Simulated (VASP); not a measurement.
# SnMo5O12 (P1) in VASP: single point with r2SCAN

Aim: the single point of SnMo5O12 with r2SCAN.

Program: VASP 6.6.1. These are calculated values, not measurements. Logs are shortened: lines on timing, memory, paths and dates and some standing lists are left out, and cuts for length are marked.

### Step 1. The cell of the first run

The typed cell holds 18 atoms: a = 5.623 Å, b = 5.624 Å, c = 7.473 Å, α = 68.52°, β = 68.52°, γ = 74.95°.

### Step 2. Single point, r2SCAN

Input file POSCAR:

```
SnMo5O12
1.0
   -0.0062495932     -4.8444411347      2.8554809410
   -4.8449520475     -0.0061746033      2.8555963103
   -4.8734528875     -4.8730919547     -2.8899443668
O Mo Sn
12 5 1
Direct
    0.2385859320      0.2394523759      0.4620771327
    0.5746851238      0.5756246955      0.1522979226
    0.8928349866      0.8936080362      0.7998881222
    0.1077056978      0.1090194816      0.1987455304
    0.4258536786      0.4270865435      0.8465878792
    0.7619763370      0.7631987192      0.5368816875
    0.6229398806      0.0392625099      0.1773928741
    0.9622914980      0.3786972189      0.8213431721
    0.2774922643      0.7239270071      0.4994594884
    0.0382435166      0.6239108878      0.1774954203
    0.3775985734      0.9633583756      0.8214631888
    0.7230553516      0.2787577785      0.4995307783
    0.3521742932      0.3531534028      0.6365609893
    0.6483625162      0.6494726408      0.3623826693
    0.3553170719      0.3563959184      0.1415239641
    0.6452195047      0.6462445942      0.8573509921
    0.0003316148      1.0013897828      0.4992923120
    1.0002018726      0.0012336296     -0.0006686684
```

Input file INCAR.step1:

```
PREC = Accurate ; ENCUT = 520
ISMEAR = 0 ; SIGMA = 0.1
LREAL = Auto ; LASPH = True
NELM = 100 ; NBANDS = 93
ISYM = 0 ; GGA = PE
ALGO = Normal ; EDIFF = 1E-4
LWAVE = True ; LCHARG = False
```

Input file INCAR.step2:

```
PREC = Accurate ; ENCUT = 520
EDIFF = 1E-6 ; ISMEAR = 0
SIGMA = 0.1 ; LREAL = Auto
LASPH = True ; NELM = 100
ALGO = Normal ; ISIF = 2
LWAVE = False ; LCHARG = False
METAGGA = R2SCAN ; LMIXTAU = True
NBANDS = 93 ; ISYM = 0
ISTART = 1
```

Input file KPOINTS:

```
Automatic mesh
0
Gamma
  3 3 2
  0 0 0.5
```

Potentials or basis: VASP PAW PBE potentials, release 64 (O, Mo_sv, Sn_d).

Run with:

```sh
> cat potpaw_PBE.64/O/POTCAR potpaw_PBE.64/Mo_sv/POTCAR potpaw_PBE.64/Sn_d/POTCAR > POTCAR
> cp INCAR.step1 INCAR
> mpirun -np 1 vasp_std > vasp.out
> cp INCAR.step2 INCAR
> mpirun -np 1 vasp_std > vasp.out
```

OUTCAR:

```text
PREC = Accurate
   ENCUT = 520
   EDIFF = 1E-6
   ISMEAR = 0
   LREAL = Auto
   LASPH = True
   NELM = 100
   ISIF = 2
   METAGGA = R2SCAN
   ISYM = 0
   ISTART = 1

 ion  position               nearest neighbor table
   1  0.239  0.239  0.462-  13 1.99  17 2.01  15 2.13
   2  0.575  0.576  0.152-  14 1.96  16 1.99  15 2.00
   3  0.893  0.894  0.800-  17 1.99  16 2.05  18 2.11
   4  0.108  0.109  0.199-  17 1.99  15 2.05  18 2.11
   5  0.426  0.427  0.847-  13 1.96  15 1.99  16 2.00
   6  0.762  0.763  0.537-  14 1.99  17 2.01  16 2.13
   7  0.623  0.039  0.177-  15 2.02  18 2.05  14 2.12
   8  0.962  0.379  0.821-  16 2.02  18 2.06  13 2.12
   9  0.277  0.724  0.499-  17 1.90  13 1.97  14 1.97
  10  0.038  0.624  0.177-  15 2.02  18 2.06  14 2.12
  11  0.378  0.963  0.821-  16 2.02  18 2.06  13 2.12
  12  0.723  0.279  0.500-  17 1.90  14 1.97  13 1.97
  13  0.352  0.353  0.637-   5 1.96   9 1.97  12 1.97   1 1.99  11 2.12   8 2.12  14 2.49  18 3.06

  14  0.648  0.649  0.362-   2 1.96  12 1.97   9 1.97   6 1.99   7 2.12  10 2.12  13 2.49  18 3.06

  15  0.355  0.356  0.142-   5 1.99   2 2.00  10 2.02   7 2.02   4 2.05   1 2.13  16 2.48  17 3.06

  16  0.645  0.646  0.857-   2 1.99   5 2.00   8 2.02  11 2.02   3 2.05   6 2.13  15 2.48  17 3.06

  17  0.000  0.001  0.499-   9 1.90  12 1.90   4 1.99   3 1.99   1 2.01   6 2.01  15 3.06  16 3.06

  18  0.000  0.001  0.999-   7 2.05  11 2.06  10 2.06   8 2.06   3 2.11   4 2.11  13 3.06  14 3.06

IMPORTANT INFORMATION: All symmetrisations will be switched off!
NOSYMM: (Re-)initialisation of all symmetry stuff for point group C_1.

----------------------------------------------------------------------------------------

                                     Primitive cell

  volume of cell :     202.4930

  direct lattice vectors                    reciprocal lattice vectors
    -0.006249593 -4.844441135  2.855480941     0.068809445 -0.137872728  0.116447534
    -4.844952047 -0.006174603  2.855596310    -0.137857570  0.068812828  0.116442080
    -4.873452888 -4.873091955 -2.889944367    -0.068230210 -0.068233594 -0.115910435

  length of vectors
     5.623381578  5.623880222  7.473242047     0.193141547  0.193128644  0.150819143

  position of ions in fractional coordinates (direct lattice)
     0.238585932  0.239452376  0.462077133
     0.574685124  0.575624695  0.152297923
     0.892834987  0.893608036  0.799888122
     0.107705698  0.109019482  0.198745530
     0.425853679  0.427086544  0.846587879
     0.761976337  0.763198719  0.536881687
[... 10 lines left out ...]
     0.000331615  0.001389783  0.499292312
     0.000201873  0.001233630  0.999331332

  ion indices of the primitive-cell ions
   primitive index   ion index
                 1           1
                 2           2
                 3           3
                 4           4
                 5           5
                 6           6
[... 10 lines left out ...]
                17          17
                18          18

----------------------------------------------------------------------------------------

 KPOINTS: Automatic mesh

Automatic generation of k-mesh.
 Grid dimensions read from file:
 generate k-points for:    3    3    2

 Generating k-lattice:

  Cartesian coordinates                     Fractional coordinates (reciprocal lattice)
     0.022936482 -0.045957576  0.038815845     0.333333333  0.000000000  0.000000000
    -0.045952523  0.022937609  0.038814027    -0.000000000  0.333333333  0.000000000
    -0.034115105 -0.034116797 -0.057955218     0.000000000  0.000000000  0.500000000

  Length of vectors
     0.064380516  0.064376215  0.075409571

  Shift w.r.t. Gamma in fractional coordinates (k-lattice)
     0.000000000  0.000000000  0.500000000

 Subroutine IBZKPT returns following result:
 ===========================================

 Found      9 irreducible k-points:

 Following reciprocal coordinates:
            Coordinates               Weight
 -0.000000 -0.000000  0.250000      2.000000
  0.333333  0.000000  0.250000      2.000000
 -0.333333 -0.000000  0.250000      2.000000
  0.000000  0.333333  0.250000      2.000000
  0.333333  0.333333  0.250000      2.000000
 -0.333333  0.333333  0.250000      2.000000
 -0.000000 -0.333333  0.250000      2.000000
  0.333333 -0.333333  0.250000      2.000000
 -0.333333 -0.333333  0.250000      2.000000
   k-points           NKPTS =      9   k-points in BZ     NKDIM =      9   number of bands    NBANDS=     93
   number of dos      NEDOS =    301   number of ions     NIONS =     18
   total plane-waves  NPLWV =  98784
   dimension x,y,z NGX =    42 NGY =   42 NGZ =   56
   dimension x,y,z NGXF=    84 NGYF=   84 NGZF=  112
   ions per type =              12   5   1
   NGX,Y,Z   is equivalent  to a cutoff of  12.42, 12.42, 12.46 a.u.
   NGXF,Y,Z  is equivalent  to a cutoff of  24.83, 24.83, 24.91 a.u.
 SYSTEM =  unknown system
   PREC   = accura    normal or accurate (medium, high low for compatibility)
   ISTART =      1    job   : 0-new  1-cont  2-samecut
   ICHARG =      0    charge: 1-file 2-atom 10-const
   ISPIN  =      1    spin polarized calculation?
   LNONCOLLINEAR =      F non collinear calculations
   LSORBIT =      F    spin-orbit coupling
   LASPH  =      T    aspherical Exc in radial PAW
   ENCUT  =  520.0 eV  38.22 Ry    6.18 a.u.  10.46 10.46 13.90*2*pi/ulx,y,z
   NELM   =    100;   NELMIN=  2; NELMDL=  0     # of ELM steps
   EDIFF  = 0.1E-05   stopping-criterion for ELM
   LREAL  =      T    real-space projection
   EDIFFG = 0.1E-04   stopping-criterion for IOM
   NSW    =      0    number of steps for IOM
   IBRION =     -1    ionic relax: 0-MD 1-quasi-New 2-CG
   NFREE  =      0    steps in history (QN), initial steepest desc. (CG)
   ISIF   =      2    stress and relaxation
   ISYM   =      0    0-nonsym 1-usesym 2-fastsym
   POTIM  = 0.5000    time-step for ionic-motion
   TEBEG  =    0.0;   TEEND  =   0.0 temperature during run
   PSTRESS=    0.0 pullay stress
   NELECT =     156.0000    total number of electrons
   NUPDOWN=      -1.0000    fix difference up-down
   EMIN   =  10.00;   EMAX   =-10.00  energy-range for DOS
   EFERMI =   0.00;   METHOD = LEGACY
   ISMEAR =     0;   SIGMA  =   0.10  broadening in eV -4-tet -1-fermi 0-gaus
   EFERMI_NEDOS =   21; number of points for ismear=-14 and -15
   IALGO  =     38    algorithm
   IMIX   =      4    mixing-type and parameters
     AMIX     =   0.40;   BMIX     =  1.00
     AMIX_MAG =   1.60;   BMIX_MAG =  1.00
  volume/ion in A,a.u.               =      11.25        75.92
  Fermi-wavevector in a.u.,A,eV,Ry     =   1.500766  2.836037 30.644393  2.252299
  Thomas-Fermi vector in A             =   2.612224
   LORBIT       =      0    0 simple, 1 ext, 2 COOP (PROOUT), +10 PAW based schemes
   METAGGA = R2SCAN    functional components
   LHFCALC =     F    Hartree Fock is set to
   AEXX    =    0.0000 exact exchange contribution
   IVDW    =     0    specifies the selected vdW correction
   LEPSILON=     F    determine dielectric tensor
   LRPA    =     F    only Hartree local field effects (RPA)
 non-spin polarized calculation
 Gauss-broadening in eV      SIGMA  =   0.10
  energy-cutoff  :      520.00
  volume of cell :      202.49
 maximum number of plane-waves:      5471
 NGX is ok and might be reduce to    42
   NGX = 21   NGY = 21   NGZ = 27

 number of electron     155.9999995 magnetization

 Free energy of the ion-electron system (eV)
  ---------------------------------------------------
  ext. energy  EPLUGINS =         0.00000000
  ---------------------------------------------------
  free energy    TOTEN  =      -262.91717156 eV

  energy without entropy =     -262.86688151  energy(sigma->0) =     -262.89202653

 E-fermi :   7.8783     XC(G=0): -12.4325

 val. band max:        7.8637562144   @ k =   0.0000   0.3333   0.2500
 cond. band min:       7.8806006733   @ k =  -0.3333  -0.0000   0.2500
 fundamental gap:      0.0168444589
 Fermi energy:         7.8782560268

 k-point     1 :      -0.0000   -0.0000    0.2500
  band No.  band energies     occupation
      1     -56.9743      2.00000
      2     -56.8407      2.00000
      3     -56.6613      2.00000
      4     -56.6015      2.00000
      5     -56.4264      2.00000
      6     -30.7273      2.00000
[... 82 lines left out ...]
     89      10.5142      0.00000
     90      11.1004      0.00000

 k-point     2 :       0.3333    0.0000    0.2500
  band No.  band energies     occupation
      1     -56.9745      2.00000
      2     -56.8402      2.00000
      3     -56.6615      2.00000
      4     -56.6015      2.00000
      5     -56.4264      2.00000
      6     -30.6898      2.00000
[... 640 lines left out ...]
     89      10.6893      0.00000
     90      11.0265      0.00000

 k-point     9 :      -0.3333   -0.3333    0.2500
  band No.  band energies     occupation
      1     -56.9745      2.00000
      2     -56.8402      2.00000
      3     -56.6615      2.00000
      4     -56.6015      2.00000
      5     -56.4264      2.00000
      6     -30.6897      2.00000
[... 82 lines left out ...]
     89      10.5889      0.00000
     90      11.2538      0.00000
 [bands above 90 left out]

------------------------ aborting loop because EDIFF is reached ----------------------------------------

  FORCE on cell =-STRESS in cart. coord.  units (eV):
  Direction    XX          YY          ZZ          XY          YZ          ZX
  --------------------------------------------------------------------------------------
  -------------------------------------------------------------------------------------
  Total        1.3053836      1.2925387      1.8469076     -0.0107506     -0.0473271     -0.0386529
  in kB       10.3285375     10.2269052     14.6132172     -0.0850619     -0.3744645     -0.3058319
  external PRESSURE =      11.7228866 kB  Pullay stress =       0.0000000 kB

 VOLUME and BASIS-vectors are now :
 -----------------------------------------------------------------------------
  energy-cutoff  :      520.00
  volume of cell :      202.49
      direct lattice vectors                 reciprocal lattice vectors
    -0.006249593 -4.844441135  2.855480941     0.068809445 -0.137872728  0.116447534
    -4.844952047 -0.006174603  2.855596310    -0.137857570  0.068812828  0.116442080
    -4.873452888 -4.873091955 -2.889944367    -0.068230210 -0.068233594 -0.115910435

 POSITION                                       TOTAL-FORCE (eV/Angst)
 -----------------------------------------------------------------------------------
     -3.41354     -3.40904      0.02968        -0.011651     -0.013790     -0.015321
     -3.53468     -3.52974      2.84462        -0.039889     -0.039118      0.001366
     -8.23329     -8.22873      2.78962        -0.041130     -0.033616     -0.017281
     -1.49744     -1.49095      0.04450         0.032727      0.026475      0.011070
     -6.19768     -6.19116     -0.01099         0.043571      0.039133     -0.003040
     -6.31889     -6.31234      2.80364         0.019132      0.021640      0.020503
[... 10 lines left out ...]
     -2.44001     -2.43471     -1.43801        -0.000967     -0.001463      0.001606
     -4.87617     -4.87082     -2.88391        -0.007061     -0.003787      0.000626
 -----------------------------------------------------------------------------------
    total drift:                               -0.001442      0.001022     -0.012413

  FREE ENERGIE OF THE ION-ELECTRON SYSTEM (eV)
  ---------------------------------------------------
  free  energy   TOTEN  =      -262.9171715602 eV

  energy  without entropy=     -262.8668815077  energy(sigma->0) =     -262.89202653
```

Run time: 24 min. Hardware: 1 thread of Oxide Virtual Turin-like, shared host; peak memory 0.34 GiB.

Results:

```
Free energy            : -262.9172 eV
Pressure               : 1.2 GPa
Largest force          : 0.092 eV/Å
Band gap on the k mesh : zero (bands 78 and 79 overlap by 0.05 eV)
```

Forces on the atoms (eV/Å):
```
O   -0.012 -0.014 -0.015
O   -0.040 -0.039  0.001
O   -0.041 -0.034 -0.017
O    0.033  0.026  0.011
O    0.044  0.039 -0.003
O    0.019  0.022  0.021
O   -0.023  0.019 -0.028
O   -0.016  0.022  0.021
O   -0.032  0.036  0.004
O    0.014 -0.019 -0.021
O    0.022 -0.020  0.026
O    0.042 -0.036 -0.004
Mo   0.003  0.011 -0.088
Mo  -0.005 -0.008  0.091
Mo   0.004  0.004 -0.070
Mo  -0.004 -0.004  0.069
Mo  -0.001 -0.001  0.002
Sn  -0.007 -0.004  0.001
```

Stress tensor (GPa, compression positive):
```
 1.03 -0.01 -0.03
-0.01  1.02 -0.04
-0.03 -0.04  1.46
```

Caveat: the k points lie up to 0.47 Å⁻¹ apart; the PAW data sets were made with another functional, which shifts forces and pressure a little; spin-orbit coupling is left out, which moves the levels of the heavy elements.
